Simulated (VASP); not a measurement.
The system is KBaCeBiO6.

```
CELL_PARAMETERS angstrom
0.00000 4.37848 4.37848
4.37848 0.00000 4.37848
4.37848 4.37848 0.00000
ATOMIC_POSITIONS crystal
Ba 0.75000 0.75000 0.75000
Bi 0.00000 0.00000 0.00000
Ce 0.50000 0.50000 0.50000
K 0.25000 0.25000 0.25000
O 0.75466 0.24534 0.24534
O 0.24534 0.75466 0.75466
O 0.24534 0.75466 0.24534
O 0.75466 0.24534 0.75466
O 0.24534 0.24534 0.75466
O 0.75466 0.75466 0.24534
```

| Property | Result |
| --- | --- |
| Program | VASP 6.6.1 |
| Task | relaxation of cell and atoms |
| Functional | PBE |
| Potentials or basis | VASP PAW PBE potentials, release 64 (Ba_sv, Bi_d, Ce, K_sv, O) |
| Cutoff | 600 eV |
| k mesh | 4 × 4 × 4 |
| Occupations | gaussian, width 0.1 eV |
| Spin | no spin polarisation |
| Hubbard terms | Ce f U = 5.0 eV, O p U = 5.5 eV |

At the start: pressure -1.2 GPa; volume 16.79 Å³/atom.

Question: How do energy, volume and symmetry change on relaxing?

Answer: Over 3 steps the energy falls by 2.4 meV/atom and the volume is 16.55 Å³/atom (-1.4 %); space group F-43m (No. 216, to 0.1 Å) before and after.

Step by step:
```
step  energy change (eV)  largest force (eV/Å)  pressure (GPa)  volume (Å³)
   1              0.0000                0.3662           -1.20       167.88
   2             -0.0217                0.0643            0.67       164.85
   3             -0.0239                0.0417            0.22       165.55
```

Final structure:
```xyz
10
Lattice="0.0000 4.3581 4.3581 4.3581 0.0000 4.3581 4.3581 4.3581 0.0000" Properties=species:S:1:pos:R:3 pbc="T T T"
Ba    6.5371    6.5371    6.5371
Bi    0.0000    0.0000    0.0000
Ce    4.3581    4.3581    4.3581
K     2.1790    2.1790    2.1790
O     2.1249    4.3581    4.3581
O     6.5913    4.3581    4.3581
O     4.3581    2.1249    4.3581
O     4.3581    6.5913    4.3581
O     4.3581    4.3581    2.1249
O     4.3581    4.3581    6.5913
```

Caveat: the relaxation stopped at a loose force limit of 0.05 eV/Å, so its end isn't a converged minimum.
